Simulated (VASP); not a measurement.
# SnTe (zincblende type) (F-43m) in VASP: relaxation of cell and atoms with PBE

Aim: the relaxation of cell and atoms of SnTe (zincblende type) with PBE.

Everything below comes from runs of VASP 6.6.1. Logs are shortened: lines on timing, memory, paths and dates and some standing lists are left out, and cuts for length are marked.

### Step 1. The cell of the first run

Symmetry: F-43m, No. 216, cubic system. The conventional cell has a = 6.810 Å, b = 6.810 Å, c = 6.810 Å, α = 90.00°, β = 90.00°, γ = 90.00°. Sn (site symmetry -43m) has 4 Te at 2.95 Å within 3.9 Å. Te (site symmetry -43m) has 4 Sn at 2.95 Å within 3.9 Å.

### Step 2. Relaxation of cell and atoms, PBE, target pressure 0.015 GPa, at which the enthalpy is minimised

INCAR reads:

```
PREC = Accurate
ENCUT = 600
EDIFF = 1E-6
ISMEAR = -1
SIGMA = 0.05
LREAL = F
LASPH = T
NELM = 80
ALGO = Normal
ISIF = 3
LWAVE = F
LCHARG = F
GGA = PE
IBRION = 2
NSW = 60
EDIFFG = -0.005
PSTRESS = 0.15
```

KPOINTS reads:

```
regular mesh
0
Gamma
  11 11 11
```

POSCAR reads:

```
SnTe
1.0
    0.0000000000      3.4051279040      3.4051279040
    3.4051279040      0.0000000000      3.4051279040
    3.4051279040      3.4051279040      0.0000000000
Sn Te
1 1
Direct
    0.0000000000      0.0000000000      0.0000000000
    0.2500000000      0.2500000000      0.2500000000
```

Potentials or basis: VASP PAW PBE potentials, release 64 (Sn_d, Te).

The run is started by

```
$ cat potpaw_PBE.64/Sn_d/POTCAR potpaw_PBE.64/Te/POTCAR > POTCAR
$ mpirun -np 1 vasp_std > vasp.out
```

OUTCAR:

```text
PREC = Accurate
   ENCUT = 600
   EDIFF = 1E-6
   ISMEAR = -1
   LREAL = F
   LASPH = T
   NELM = 80
   ISIF = 3
   GGA = PE
   IBRION = 2
   NSW = 60
   EDIFFG = -0.005
   PSTRESS = 0.15

 ion  position               nearest neighbor table
   1  0.000  0.000  0.000-   2 2.95   2 2.95   2 2.95   2 2.95
   2  0.250  0.250  0.250-   1 2.95   1 2.95   1 2.95   1 2.95

  LATTYP: Found a face centered cubic cell.
 ALAT       =     6.8102558080

  Lattice vectors:

 A1 = (   0.0000000000,   3.4051279040,   3.4051279040)
 A2 = (   3.4051279040,   0.0000000000,   3.4051279040)
 A3 = (   3.4051279040,   3.4051279040,   0.0000000000)

Analysis of symmetry for initial positions (statically):
=====================================================================
 Subroutine PRICEL returns:
 Original cell was already a primitive cell.

 Routine SETGRP: Setting up the symmetry group for a
 face centered cubic supercell.

 Subroutine GETGRP returns: Found 24 space group operations
 (whereof 24 operations were pure point group operations)
 out of a pool of 48 trial point group operations.

The static configuration has the point symmetry T_d .

Analysis of symmetry for dynamics (positions and initial velocities):
=====================================================================
 Subroutine PRICEL returns:
 Original cell was already a primitive cell.

 Routine SETGRP: Setting up the symmetry group for a
 face centered cubic supercell.

 Subroutine GETGRP returns: Found 24 space group operations
 (whereof 24 operations were pure point group operations)
 out of a pool of 48 trial point group operations.

The dynamic configuration has the point symmetry T_d .

 Subroutine INISYM returns: Found 24 space group operations
 (whereof 24 operations are pure point group operations),
 and found     1 'primitive' translations

----------------------------------------------------------------------------------------

                                     Primitive cell

  volume of cell :      78.9642

  direct lattice vectors                    reciprocal lattice vectors
     0.000000000  3.405127904  3.405127904    -0.146837362  0.146837362  0.146837362
     3.405127904  0.000000000  3.405127904     0.146837362 -0.146837362  0.146837362
     3.405127904  3.405127904  0.000000000     0.146837362  0.146837362 -0.146837362

  length of vectors
     4.815578063  4.815578063  4.815578063     0.254329772  0.254329772  0.254329772

[... 93 lines left out ...]
   EMIN   =  10.00;   EMAX   =-10.00  energy-range for DOS
   EFERMI =   0.00;   METHOD = LEGACY
   ISMEAR =    -1;   SIGMA  =   0.05  broadening in eV -4-tet -1-fermi 0-gaus
   EFERMI_NEDOS =   21; number of points for ismear=-14 and -15
   IALGO  =     38    algorithm
   IMIX   =      4    mixing-type and parameters
     AMIX     =   0.40;   BMIX     =  1.00
     AMIX_MAG =   1.60;   BMIX_MAG =  1.00
  volume/ion in A,a.u.               =      39.48       266.44
  Fermi-wavevector in a.u.,A,eV,Ry     =   1.035797  1.957373 14.597362  1.072876
  Thomas-Fermi vector in A             =   2.170158
   LORBIT       =      0    0 simple, 1 ext, 2 COOP (PROOUT), +10 PAW based schemes
   GGA     = PE    functional components
   LHFCALC =     F    Hartree Fock is set to
   AEXX    =    0.0000 exact exchange contribution
   IVDW    =     0    specifies the selected vdW correction
   LEPSILON=     F    determine dielectric tensor
   LRPA    =     F    only Hartree local field effects (RPA)
 conjugate gradient relaxation of ions
 non-spin polarized calculation
  energy-cutoff  :      600.00
  volume of cell :       78.96
 maximum number of plane-waves:      2685
   NGX = 19   NGY = 19   NGZ = 19

--------------------------------------- Ionic step        1  -------------------------------------------

 number of electron      20.0000003 magnetization

 Free energy of the ion-electron system (eV)
  ---------------------------------------------------
  ext. energy  EPLUGINS =         0.00000000
  ---------------------------------------------------
  free energy    TOTEN  =        -6.83035874 eV

  energy without entropy =       -6.82363288  energy(sigma->0) =       -6.82699581

------------------------ aborting loop because EDIFF is reached ----------------------------------------

  FORCE on cell =-STRESS in cart. coord.  units (eV):
  Direction    XX          YY          ZZ          XY          YZ          ZX
  --------------------------------------------------------------------------------------
  -------------------------------------------------------------------------------------
  Total        2.7925582      2.7925582      2.7925582      0.0000000      0.0000000     -0.0000000
  in kB       56.6607775     56.6607775     56.6607775      0.0000000      0.0000000     -0.0000000
  external PRESSURE =      56.5107775 kB  Pullay stress =       0.1500000 kB
[... 63 lines left out ...]
--------------------------------------- Ionic step        3  -------------------------------------------

 number of electron      20.0000001 magnetization

 Free energy of the ion-electron system (eV)
  ---------------------------------------------------
  ext. energy  EPLUGINS =         0.00000000
  ---------------------------------------------------
  free energy    TOTEN  =        -7.06388555 eV

  energy without entropy =       -7.06249624  energy(sigma->0) =       -7.06319090

 E-fermi :   3.2810     XC(G=0):  -7.4616

 val. band max:        3.1596917548   @ k =  -0.2727   0.4545   0.1818
 cond. band min:       3.3415466205   @ k =   0.4545   0.4545   0.0000
 fundamental gap:      0.1818548658
 Fermi energy:         3.2809588186

 k-point     1 :       0.0000    0.0000    0.0000
  band No.  band energies     occupation
      1     -18.5912      2.00000
      2     -18.5912      2.00000
      3     -18.5912      2.00000
      4     -18.5823      2.00000
      5     -18.5823      2.00000
      6      -8.3324      2.00000
      7      -1.9557      2.00000
      8       1.2736      2.00000
      9       1.2736      2.00000
     10       1.2736      2.00000
     11       4.2214      0.00000
     12       4.2214      0.00000
     13       4.2214      0.00000
     14       7.3427      0.00000
[... 377 lines left out ...]
      1     -18.5921      2.00000
      2     -18.5903      2.00000
      3     -18.5900      2.00000
      4     -18.5823      2.00000
      5     -18.5821      2.00000
      6      -8.0004      2.00000
      7      -3.1961      2.00000
      8       0.3155      2.00000
      9       0.9715      2.00000
     10       1.9473      2.00000
     11       4.6154      0.00000
     12       4.7702      0.00000
     13       5.3897      0.00000
     14       8.5824      0.00000

 [... further k-points ...]
[... 5 lines left out ...]
  --------------------------------------------------------------------------------------
  -------------------------------------------------------------------------------------
  Total        0.0119023      0.0119023      0.0119023      0.0000000      0.0000000      0.0000000
  in kB        0.2033566      0.2033566      0.2033566      0.0000000      0.0000000      0.0000000
  external PRESSURE =       0.0533566 kB  Pullay stress =       0.1500000 kB
[... 21 lines left out ...]
  energy  without entropy=       -7.0624962383  energy(sigma->0) =       -7.06319090

  enthalpy is  TOTEN    =        -7.0551061590 eV   P V=        0.0087793952

 reached required accuracy - stopping structural energy minimisation
```

It took 72 s on 1 thread of Intel Xeon 6975P-C (Granite Rapids), shared host; peak memory 0.3 GiB.

Results:

```
Free energy                                                : -7.0639 eV
Relaxed volume                                             : 46.89 Å³/atom
Relaxed cell                                               : a = 5.100 Å, b = 5.100 Å, c = 5.100 Å, α = 60.00°, β = 60.00°, γ = 60.00°
Space group after relaxing (to 0.1 Å)                      : F-43m (No. 216)
Energy change on relaxing (the run minimises the enthalpy) : -116.8 meV/atom
Ionic steps                                                : 3
Pressure after relaxing                                    : 0.0 GPa
Band gap on the k mesh                                     : 0.18 eV (least direct gap 0.80 eV)
```

The path:
```tsv
step	energy change (eV)	largest force (eV/Å)	pressure (GPa)	volume (Å³)
1	0.0000	0.0000	5.67	78.96
2	-0.2302	0.0000	-0.51	95.97
3	-0.2335	0.0000	0.02	93.77
```

Final structure:
```xyz
2
Lattice="0.0000 3.6059 3.6059 3.6059 0.0000 3.6059 3.6059 3.6059 0.0000" Properties=species:S:1:pos:R:3 pbc="T T T"
Sn    0.0000    0.0000    0.0000
Te    1.8030    1.8030    1.8030
```

Levels at points of the mesh, in eV from the valence-band top:
```csv
k point,band 6,band 7,band 8,band 9,band 10,band 11,band 12,band 13,band 14
"(0.00, 0.00, 0.00)",-11.49,-5.12,-1.89,-1.89,-1.89,1.06,1.06,1.06,4.18
```

Caveat: the cell is relaxed towards a set pressure, so the run minimises the enthalpy, not the energy; the volume moved by over 15 % at a fixed basis, so the end points are rough; spin-orbit coupling is left out, which moves the levels of the heavy elements; an odd mesh through Γ misses points on the zone boundary, where band edges can lie.
